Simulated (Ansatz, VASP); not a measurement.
## CuO: VASP beside Ansatz

```
CELL_PARAMETERS angstrom
2.31296 -1.69024 0.00000
2.31296 1.69024 0.00000
-0.84892 0.00000 4.99106
ATOMIC_POSITIONS crystal
Cu 0.00320 0.49680 0.00000
Cu 0.49680 0.00320 0.50000
O 0.57140 0.40560 0.25370
O 0.40560 0.57140 0.75370
```

Alike in both runs: task single point; functional r2SCAN; k mesh 10 × 10 × 5; occupations fermi-dirac, width 0.05 eV; no spin polarisation.

|  | VASP | Ansatz |
| --- | --- | --- |
| version | VASP 6.6.1 | Ansatz 0.2.0 |
| potentials or method | VASP PAW PBE potentials, release 64 (Cu, O) | Ansatz PAW |
| plane-wave cutoff (eV) | 520 | 500 |
| valence electrons in the cell | 34 | 50 |

```tsv
	VASP	Ansatz	Ansatz less VASP
gap on the k mesh at the Fermi level (eV)	none	none	-
pressure (GPa)	8.0	6.8	-1.19
traceless stress, the component that is largest in VASP (GPa)	-2.51	-2.35	+0.159
rms of the force components (eV/Å)	0.492	0.478	-0.0149
```

VASP's potentials were made for PBE, not for r2SCAN. Atom by atom the forces differ by 0.026 eV/Å (rms over components). A gap of «none» marks a metal or a gap that the smearing closes. VASP's potentials hold 34 valence electrons a cell and Ansatz's 50, so a difference there can come from the potentials and not from the codes.
